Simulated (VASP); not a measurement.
Wanted: the native input for a VASP 6.6.1 run.

* Task: single point
* Functional: HSE06
* Potentials or basis: VASP PAW PBE potentials, release 64 (Tl_d, Ba_sv, I)
* Cutoff: 520 eV
* k mesh: 2 × 2 × 2
* Occupations: gaussian, width 0.01 eV
* Spin: no spin polarisation
* Dipole correction: no
* Grid for exact exchange (PRECFOCK): Fast
* Further INCAR settings: ALGO = Normal; EDIFF = 1e-07; NBANDS = 30
* Screening parameter: 0.2079 1/Å

BaTlI3:

```xyz
5
Lattice="6.6424 0.0000 0.0000 0.0000 6.6424 0.0000 0.0000 0.0000 6.6908" Properties=species:S:1:pos:R:3 pbc="T T T"
Tl    0.0000    0.0000    0.0000
Ba    3.3212    3.3212    3.3454
I     3.3212    3.3212    0.0000
I     3.3212    0.0000    3.3454
I     0.0000    3.3212    3.3454
```

This cell differs from its parent crystal: epitaxial xy strain -0.5%.

The input as run:

POSCAR

```
BaTlI3
1.0
    6.6423654252      0.0000000000      0.0000000000
    0.0000000000      6.6423654252      0.0000000000
    0.0000000000      0.0000000000      6.6907569959
Tl Ba I
1 1 3
Direct
    0.0000000000      0.0000000000      0.0000000000
    0.5000000000      0.5000000000      0.5000000000
    0.5000000000      0.5000000000      0.0000000000
    0.5000000000      0.0000000000      0.5000000000
    0.0000000000      0.5000000000      0.5000000000
```

INCAR.step1

```
PREC     = Accurate       # precision mode
ENCUT    = 520            # plane-wave cutoff, eV
EDIFF    = 1E-5           # SCF threshold, eV
ISMEAR   = 0              # smearing method
SIGMA    = 0.01           # smearing width, eV
LREAL    = F              # projectors in reciprocal space
LASPH    = T              # aspherical terms in the spheres
NELM     = 100            # most SCF steps
ALGO     = Normal         # electronic algorithm
ISIF     = 2              # what is computed and relaxed
LWAVE    = T              # write WAVECAR
LCHARG   = F              # write CHGCAR
GGA      = PE             # functional
NBANDS   = 30             # bands
```

INCAR.step2

```
PREC     = Accurate       # precision mode
ENCUT    = 520            # plane-wave cutoff, eV
EDIFF    = 1E-7           # SCF threshold, eV
ISMEAR   = 0              # smearing method
SIGMA    = 0.01           # smearing width, eV
LREAL    = F              # projectors in reciprocal space
LASPH    = T              # aspherical terms in the spheres
NELM     = 100            # most SCF steps
ALGO     = Normal         # electronic algorithm
ISIF     = 2              # what is computed and relaxed
LWAVE    = F              # write WAVECAR
LCHARG   = F              # write CHGCAR
GGA      = PE             # functional
LHFCALC  = T              # exact exchange
HFSCREEN = 0.2079         # screening, 1/A
PRECFOCK = Fast         
ISTART   = 1            
NBANDS   = 30             # bands
```

KPOINTS

```
regular mesh
0
Gamma
  2 2 2
```

Potentials or basis: VASP PAW PBE potentials, release 64 (Tl_d, Ba_sv, I).

Run with:

```bash
$ cat potpaw_PBE.64/Tl_d/POTCAR potpaw_PBE.64/Ba_sv/POTCAR potpaw_PBE.64/I/POTCAR > POTCAR
$ cp INCAR.step1 INCAR
$ mpirun -np 1 vasp_std > vasp.out
$ cp INCAR.step2 INCAR
$ mpirun -np 1 vasp_std > vasp.out
```

Results of the run:

```yaml
Pressure: 0.6 GPa
Band_gap_on_the_k_mesh: 3.33 eV, indirect (least direct gap 3.60 eV)
```

Caveat: the k points lie up to 0.47 Å⁻¹ apart; the cell differs from its parent crystal (epitaxial xy strain -0.5%); the PAW data sets were made with another functional, which shifts forces and pressure a little; spin-orbit coupling is left out, which moves the levels of the heavy elements.

It took 20 min on 1 thread of AMD EPYC 7R43 64-Core Processor (Zen 3), with other jobs on the host, peak memory 0.46 GiB.
